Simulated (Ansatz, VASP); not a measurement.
## HPbNO4: VASP beside Ansatz

```
H Pb N O
1.0
     4.19923    0.11117    0.16817
     1.91600    3.89132    0.12568
     1.76085    1.25259    6.37266
H Pb N O
1 1 1 4
Direct
  0.89145 0.68202 0.62796
  0.14426 0.92872 0.88352
  0.25670 0.28861 0.30171
  0.83108 0.65056 0.78405
  0.38694 0.22380 0.11295
  0.31104 0.03576 0.45856
  0.07726 0.60633 0.32275
```

Alike in both runs: functional PBE; k mesh 4 × 4 × 3; occupations fermi-dirac, width 0.05 eV; no spin polarisation.

|  | VASP | Ansatz |
| --- | --- | --- |
| version | VASP 6.6.1 | Ansatz 0.2.0 |
| potentials or method | VASP PAW PBE potentials, release 64 (H, Pb_d, N, O), cutoff 520 eV | all-electron LAPW, scalar-relativistic |
| task | single point | band structure |

VASP gave:

```
gap on the k mesh at the Fermi level (eV)                     : 2.95
least direct gap on the mesh (eV)                             : 2.96
pressure (GPa)                                                : 0.6
traceless stress, the component that is largest in VASP (GPa) : -0.81
rms of the force components (eV/Å)                            : 0.152
```

What did Ansatz give for the same quantities?

gap on the k mesh at the Fermi level (eV): 2.98; least direct gap on the mesh (eV): 3.00; pressure (GPa): -0.1; traceless stress, the component that is largest in VASP (GPa): 0.10; rms of the force components (eV/Å): 0.020.

Atom by atom the forces differ by 0.171 eV/Å (rms over components). One of these differences is far larger than is usual between the two programs; its cause wasn't traced. Ansatz ran all-electron here, and VASP with PAW potentials.

The k mesh is coarse, so the values compare programs but aren't converged. Neither program's run includes spin-orbit coupling. Noted on VASP's run: the standard files for N, O and F lose accuracy on very short bonds.
